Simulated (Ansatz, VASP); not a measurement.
# One calculation of Ag, two programs

File INCAR:

```
PREC = Accurate ; ENCUT = 520
EDIFF = 1E-6 ; ISMEAR = 0
SIGMA = 0.15 ; LREAL = F
LASPH = T ; NELM = 60
ALGO = Normal ; ISIF = 2
LWAVE = F ; LCHARG = F
GGA = PE ; NBANDS = 12
```

KPOINTS

```
regular mesh
0
Gamma
  20 20 20
```

POSCAR

```
Ag
1.0
    0.0000000000      1.8796520000      1.8796520000
    1.8796520000      0.0000000000      1.8796520000
    1.8796520000      1.8796520000      0.0000000000
Ag
1
Direct
    0.0000000000      0.0000000000      0.0000000000
```

Input for Ansatz:

```yaml
crystal:
  lattice:
    - [0.0, 1.879652, 1.879652]
    - [1.879652, 0.0, 1.879652]
    - [1.879652, 1.879652, 0.0]
  atoms:
    - { symbol: Ag, position: [0.0, 0.0, 0.0] }
basis:
  ecutwfc: 420
kpoints:
  mp_grid: { grid: [20, 20, 20] }
hamiltonian:
  xc: pbe
scf:
  occupations: { method: gaussian, width: 0.15 }
output:
  forces: true
  stress: true
  eigenvalues: true
```

Change from the starting cell: strain -0.080 along x and y, -0.080 along z, atoms carried along.

Alike in both runs: task single point; functional PBE; k mesh 20 × 20 × 20; occupations gaussian, width 0.15 eV; no spin polarisation.

|  | VASP | Ansatz |
| --- | --- | --- |
| version | VASP 6.6.1 | Ansatz 0.2.0 |
| potentials or method | VASP PAW PBE potentials, release 64 (Ag), cutoff 520 eV | scalar-relativistic, plane waves, PAW |
| valence electrons in the cell | 11 | 19 |

Ansatz gave:

```
gap on the k mesh at the Fermi level (eV) : none
pressure (GPa)                            : 62.6
```

Problem. What did VASP give for the same quantities?

Solution. gap on the k mesh at the Fermi level (eV): none; pressure (GPa): 61.9.

A gap of «none» marks a metal or a gap that the smearing closes. Both programs put the cell under a high pressure, so it lies far from rest at this level. VASP's potentials hold 11 valence electrons a cell and Ansatz's 19, so a difference there can come from the potentials and not from the codes.

Noted on VASP's run: the cell as given lies far from equilibrium.
